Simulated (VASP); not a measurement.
# Ga3BSb2 (P-6m2) in VASP: further runs, part 2 of 2

VASP 6.6.1. The steps go on from the part before.

## Step 3: Relaxation of cell and atoms, PBE

This run uses another cell than the first one, of 20.62 Å³/atom.

Input file INCAR:

```
SYSTEM = Ga3BSb2
PREC = Accurate
ENCUT = 600
EDIFF = 1E-7
ISMEAR = 0
SIGMA = 0.2
LREAL = .FALSE.
LASPH = .TRUE.
NELM = 60
ALGO = Normal
ISIF = 3
LWAVE = .FALSE.
LCHARG = .FALSE.
GGA = PE
IBRION = 2
NSW = 36
EDIFFG = -0.08
```

Input file KPOINTS:

```
regular mesh
0
G
  4 4 2
  0 0 0
```

Input file POSCAR:

```
Ga3BSb2
1.0
    4.3445124700      0.0000000000      0.0000000000
   -2.1722562400      3.7624581700      0.0000000000
    0.0000000000      0.0000000000      7.5680965800
Ga B Sb
3 1 2
Direct
    0.6666666700      0.3333333300      0.0000000000
    0.0000000000      0.0000000000      0.1906648600
    0.0000000000      0.0000000000      0.8093351400
    0.3333333300      0.6666666700      0.5000000000
    0.6666666700      0.3333333300      0.5000000000
    0.0000000000      0.0000000000      0.5000000000
```

Potentials or basis: VASP PAW PBE potentials, release 64 (Ga_d, B, Sb).

Launch:

```console
$ cat potpaw_PBE.64/Ga_d/POTCAR potpaw_PBE.64/B/POTCAR potpaw_PBE.64/Sb/POTCAR > POTCAR
$ mpirun -np 1 vasp_std > vasp.out
```

OUTCAR:

```text
SYSTEM = Ga3BSb2
   PREC = Accurate
   ENCUT = 600
   EDIFF = 1E-7
   ISMEAR = 0
   LREAL = .FALSE.
   LASPH = .TRUE.
   NELM = 60
   ISIF = 3
   GGA = PE
   IBRION = 2
   NSW = 36
   EDIFFG = -0.08

 ion  position               nearest neighbor table
   1  0.667  0.333  0.000-   2 2.89   3 2.89   2 2.89   3 2.89   2 2.89   3 2.89
   2  0.000  0.000  0.191-   6 2.34   3 2.89   1 2.89   1 2.89   1 2.89
   3  0.000  0.000  0.809-   6 2.34   2 2.89   1 2.89   1 2.89   1 2.89
   4  0.333  0.667  0.500-   5 2.51   6 2.51   5 2.51   6 2.51   6 2.51   5 2.51
   5  0.667  0.333  0.500-   4 2.51   6 2.51   4 2.51   6 2.51   6 2.51   4 2.51
   6  0.000  0.000  0.500-   2 2.34   3 2.34   4 2.51   5 2.51   5 2.51   4 2.51   5 2.51   4 2.51

  LATTYP: Found a hexagonal cell.
 ALAT       =     4.3445124700
 C/A-ratio  =     1.7419898394

  Lattice vectors:

 A1 = (   4.3445124700,   0.0000000000,   0.0000000000)
 A2 = (  -2.1722562400,   3.7624581700,   0.0000000000)
 A3 = (   0.0000000000,   0.0000000000,   7.5680965800)

Analysis of symmetry for initial positions (statically):
=====================================================================
 Subroutine PRICEL returns:
 Original cell was already a primitive cell.

 Routine SETGRP: Setting up the symmetry group for a
 hexagonal supercell.

 Subroutine GETGRP returns: Found 12 space group operations
 (whereof 12 operations were pure point group operations)
 out of a pool of 24 trial point group operations.

The static configuration has the point symmetry D_3h.

Analysis of symmetry for dynamics (positions and initial velocities):
=====================================================================
 Subroutine PRICEL returns:
 Original cell was already a primitive cell.

 Routine SETGRP: Setting up the symmetry group for a
 hexagonal supercell.

 Subroutine GETGRP returns: Found 12 space group operations
 (whereof 12 operations were pure point group operations)
 out of a pool of 24 trial point group operations.

The dynamic configuration has the point symmetry D_3h.

 Subroutine INISYM returns: Found 12 space group operations
 (whereof 12 operations are pure point group operations),
 and found     1 'primitive' translations

----------------------------------------------------------------------------------------

                                     Primitive cell

  volume of cell :     123.7085

  direct lattice vectors                    reciprocal lattice vectors
     4.344512470  0.000000000  0.000000000     0.230175424  0.132891843  0.000000000
    -2.172256240  3.762458170  0.000000000     0.000000000  0.265783686  0.000000000
     0.000000000  0.000000000  7.568096580     0.000000000  0.000000000  0.132133620

  length of vectors
     4.344512470  4.344512476  7.568096580     0.265783686  0.265783686  0.132133620

  position of ions in fractional coordinates (direct lattice)
     0.666666670  0.333333330  0.000000000
     0.000000000  0.000000000  0.190664860
     0.000000000  0.000000000  0.809335140
     0.333333330  0.666666670  0.500000000
     0.666666670  0.333333330  0.500000000
     0.000000000  0.000000000  0.500000000

  ion indices of the primitive-cell ions
   primitive index   ion index
                 1           1
                 2           2
                 3           3
                 4           4
                 5           5
                 6           6

----------------------------------------------------------------------------------------

 KPOINTS: regular mesh

Automatic generation of k-mesh.
[... 22 lines left out ...]
            Coordinates               Weight
  0.000000  0.000000  0.000000      1.000000
  0.250000  0.000000  0.000000      6.000000
  0.500000  0.000000  0.000000      3.000000
  0.250000  0.250000  0.000000      6.000000
  0.000000  0.000000  0.500000      1.000000
  0.250000  0.000000  0.500000      6.000000
  0.500000  0.000000  0.500000      3.000000
  0.250000  0.250000  0.500000      6.000000
   k-points           NKPTS =      8   k-points in BZ     NKDIM =      8   number of bands    NBANDS=     31
   number of dos      NEDOS =    301   number of ions     NIONS =      6
   total plane-waves  NPLWV =  77760
   dimension x,y,z NGX =    36 NGY =   36 NGZ =   60
   dimension x,y,z NGXF=    72 NGYF=   72 NGZF=  120
   ions per type =               3   1   2
   NGX,Y,Z   is equivalent  to a cutoff of  13.78, 13.78, 13.18 a.u.
   NGXF,Y,Z  is equivalent  to a cutoff of  27.55, 27.55, 26.36 a.u.
 SYSTEM =  Ga3BSb2
   PREC   = accura    normal or accurate (medium, high low for compatibility)
   ISTART =      0    job   : 0-new  1-cont  2-samecut
   ICHARG =      2    charge: 1-file 2-atom 10-const
   ISPIN  =      1    spin polarized calculation?
   LNONCOLLINEAR =      F non collinear calculations
   LSORBIT =      F    spin-orbit coupling
   LASPH  =      T    aspherical Exc in radial PAW
   ENCUT  =  600.0 eV  44.10 Ry    6.64 a.u.   8.68  8.68 15.12*2*pi/ulx,y,z
   NELM   =     60;   NELMIN=  2; NELMDL= -5     # of ELM steps
   EDIFF  = 0.1E-06   stopping-criterion for ELM
   LREAL  =      F    real-space projection
   EDIFFG = -.8E-01   stopping-criterion for IOM
   NSW    =     36    number of steps for IOM
   IBRION =      2    ionic relax: 0-MD 1-quasi-New 2-CG
   NFREE  =      1    steps in history (QN), initial steepest desc. (CG)
   ISIF   =      3    stress and relaxation
   ISYM   =      2    0-nonsym 1-usesym 2-fastsym
   POTIM  = 0.5000    time-step for ionic-motion
   TEBEG  =    0.0;   TEEND  =   0.0 temperature during run
   PSTRESS=    0.0 pullay stress
   NELECT =      52.0000    total number of electrons
   NUPDOWN=      -1.0000    fix difference up-down
   EMIN   =  10.00;   EMAX   =-10.00  energy-range for DOS
   EFERMI =   0.00;   METHOD = LEGACY
   ISMEAR =     0;   SIGMA  =   0.20  broadening in eV -4-tet -1-fermi 0-gaus
   EFERMI_NEDOS =   21; number of points for ismear=-14 and -15
   IALGO  =     38    algorithm
   IMIX   =      4    mixing-type and parameters
     AMIX     =   0.40;   BMIX     =  1.00
     AMIX_MAG =   1.60;   BMIX_MAG =  1.00
  volume/ion in A,a.u.               =      20.62       139.14
  Fermi-wavevector in a.u.,A,eV,Ry     =   1.226336  2.317439 20.461802  1.503900
  Thomas-Fermi vector in A             =   2.361341
   LORBIT       =      0    0 simple, 1 ext, 2 COOP (PROOUT), +10 PAW based schemes
   GGA     = PE    functional components
   LHFCALC =     F    Hartree Fock is set to
   AEXX    =    0.0000 exact exchange contribution
   IVDW    =     0    specifies the selected vdW correction
   LEPSILON=     F    determine dielectric tensor
   LRPA    =     F    only Hartree local field effects (RPA)
 conjugate gradient relaxation of ions
 non-spin polarized calculation
 Gauss-broadening in eV      SIGMA  =   0.20
  energy-cutoff  :      600.00
  volume of cell :      123.71
 maximum number of plane-waves:      4144
 NGX is ok and might be reduce to    36
   NGX = 17   NGY = 17   NGZ = 31

--------------------------------------- Ionic step        1  -------------------------------------------

 number of electron      51.9999986 magnetization

 Free energy of the ion-electron system (eV)
  ---------------------------------------------------
  ext. energy  EPLUGINS =         0.00000000
  ---------------------------------------------------
  free energy    TOTEN  =       -13.88124780 eV

  energy without entropy =      -13.80666265  energy(sigma->0) =      -13.84395522

 E-fermi :   6.3465     XC(G=0): -10.1841

 val. band max:        6.2914833701   @ k =   0.2500   0.0000   0.5000
 cond. band min:       6.6022484008   @ k =   0.5000   0.0000   0.5000
 fundamental gap:      0.3107650308
 Fermi energy:         6.3465147510

 k-point     1 :       0.0000    0.0000    0.0000
  band No.  band energies     occupation
      1      -9.4201      2.00000
      2      -8.9059      2.00000
      3      -8.8949      2.00000
      4      -8.8949      2.00000
      5      -8.8174      2.00000
      6      -8.8174      2.00000
[... 374 lines left out ...]
  FREE ENERGIE OF THE ION-ELECTRON SYSTEM (eV)
  ---------------------------------------------------
  free  energy   TOTEN  =       -17.5740702751 eV

  energy  without entropy=      -17.4861304467  energy(sigma->0) =      -17.53010036

[... ionic steps 4 to 13 ...]

--------------------------------------- Ionic step       14  -------------------------------------------

 number of electron      52.0000038 magnetization

------------------------ aborting loop because EDIFF is reached ----------------------------------------
[... 75 lines left out ...]
--------------------------------------- Ionic step       16  -------------------------------------------

 number of electron      52.0000038 magnetization

 Free energy of the ion-electron system (eV)
  ---------------------------------------------------
  ext. energy  EPLUGINS =         0.00000000
  ---------------------------------------------------
  free energy    TOTEN  =       -17.84981868 eV

  energy without entropy =      -17.78460955  energy(sigma->0) =      -17.81721412

 E-fermi :   4.0551     XC(G=0):  -8.9882

 val. band max:        4.0244514935   @ k =   0.5000   0.0000   0.5000
 cond. band min:       4.0806149445   @ k =   0.0000   0.0000   0.0000
 fundamental gap:      0.0561634510
 Fermi energy:         4.0551494564

 k-point     1 :       0.0000    0.0000    0.0000
  band No.  band energies     occupation
      1     -11.6815      2.00000
      2     -11.4179      2.00000
      3     -11.4179      2.00000
      4     -11.2717      2.00000
      5     -11.2716      2.00000
      6     -11.2393      2.00000
[... 294 lines left out ...]
  FREE ENERGIE OF THE ION-ELECTRON SYSTEM (eV)
  ---------------------------------------------------
  free  energy   TOTEN  =       -17.8498186812 eV

  energy  without entropy=      -17.7846095509  energy(sigma->0) =      -17.81721412

 reached required accuracy - stopping structural energy minimisation
```

It took 15 min on 1 thread of Intel Xeon 8259CL, shared host; peak memory 0.3 GiB.

What came out:

```yaml
Free_energy: -17.8498 eV
Relaxed_volume: 27.18 Å³/atom
Relaxed_cell: a = 4.972 Å, b = 4.972 Å, c = 7.618 Å, α = 90.00°, β = 90.00°, γ = 120.00°
Space_group_after_relaxing_to_0.1_Å: P-6m2 (No. 187)
Energy_gained_by_relaxing: 661.4 meV/atom
Ionic_steps: 16
Pressure_after_relaxing: -0.1 GPa
Largest_force_after_relaxing: 0.008 eV/Å
Band_gap_on_the_k_mesh: zero (bands 26 and 27 overlap by 0.80 eV)
```

Forces on the atoms (eV/Å):
```
Ga   0.000  0.000  0.000
Ga   0.000  0.000 -0.008
Ga   0.000  0.000  0.008
B    0.000  0.000  0.000
Sb   0.000  0.000  0.000
Sb   0.000  0.000  0.000
```

The path:
| step | energy change (eV) | largest force (eV/Å) | pressure (GPa) | volume (Å³) |
| --- | --- | --- | --- | --- |
| 1 | 0.0000 | 4.3358 | 27.33 | 123.71 |
| 2 | -3.3753 | 0.3992 | -3.77 | 197.73 |
| 3 | -3.6928 | 0.9303 | -0.54 | 171.79 |
| 4 | -3.6945 | 0.8862 | -0.84 | 173.36 |
| 5 | -3.7860 | 0.7411 | -0.74 | 170.73 |
| 6 | -3.8881 | 0.5818 | 0.63 | 162.94 |
| 7 | -3.8974 | 0.0933 | 0.01 | 165.60 |
| 8 | -3.9015 | 0.0829 | 0.18 | 164.76 |
| 9 | -3.9408 | 0.2617 | -0.24 | 164.68 |
| 10 | -3.9415 | 0.7253 | -0.23 | 164.44 |
| 11 | -3.9530 | 0.4171 | -0.32 | 164.60 |
| 12 | -3.9538 | 0.4887 | -0.31 | 164.56 |
| 13 | -3.9513 | 0.0487 | 0.12 | 162.52 |
| 14 | -3.9637 | 0.2496 | -0.13 | 163.58 |
| 15 | -3.9674 | 0.1279 | -0.01 | 162.82 |
| 16 | -3.9686 | 0.0081 | -0.06 | 163.08 |

Final structure:
```
Ga B Sb
1.0
     4.97162    0.00000    0.00000
    -2.48581    4.30555    0.00000
     0.00000    0.00000    7.61844
Ga B Sb
3 1 2
Cartesian
  2.4858 1.4352 7.6184
  0.0000 0.0000 1.1738
  0.0000 0.0000 6.4447
  0.0000 2.8704 3.8092
  2.4858 1.4352 3.8092
  0.0000 0.0000 3.8092
```

Caveat: the k points lie up to 0.41 Å⁻¹ apart in the final cell, too coarse for converged energies and pressures of a metal; the volume moved by over 15 % at a fixed basis, so the end points are rough; semilocal functionals underestimate gaps, and a narrow one can read as zero; spin-orbit coupling is left out, which moves the levels of the heavy elements.

The gap in the log of VASP goes by the Fermi energy; the results here count the filled bands.